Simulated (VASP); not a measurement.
Sr, 1 atom in the cell. Symmetry: Im-3m, No. 229, cubic system. Conventional cell: a = 4.741 Å, b = 4.741 Å, c = 4.741 Å, α = 90.00°, β = 90.00°, γ = 90.00°. Within 5.4 Å of Sr (site symmetry m-3m) lie 14 Sr at 4.11 to 4.74 Å.  This cell differs from its parent crystal: volume scaled by 0.92.

| Quantity | Value |
| --- | --- |
| Program | VASP 6.6.1 |
| Task | single point |
| Functional | RPBE |
| Potentials or basis | VASP PAW PBE potentials, release 64 (Sr_sv) |
| Cutoff | 520 eV |
| k mesh | 10 × 10 × 10 |
| Occupations | fermi-dirac, width 0.1 eV |
| Spin | no spin polarisation |
| Dipole correction | no |
| Further INCAR settings | ALGO = Normal; EDIFF = 1e-06; NBANDS = 11 |

Potentials or basis: VASP PAW PBE potentials, release 64 (Sr_sv).

The run is started by

```console
$ cat potpaw_PBE.64/Sr_sv/POTCAR > POTCAR
$ mpirun -np 1 vasp_std > vasp.out
```

Hardware: 1 thread of Intel(R) Xeon(R) Platinum 8488C (Sapphire Rapids), on a shared host.

Question: Estimate the wall time of this run.

Answer: Run time: 17 s on 1 thread of Intel(R) Xeon(R) Platinum 8488C (Sapphire Rapids), with other jobs on the host, peak memory 0.18 GiB. Counts: scf iterations 12, k points 47.
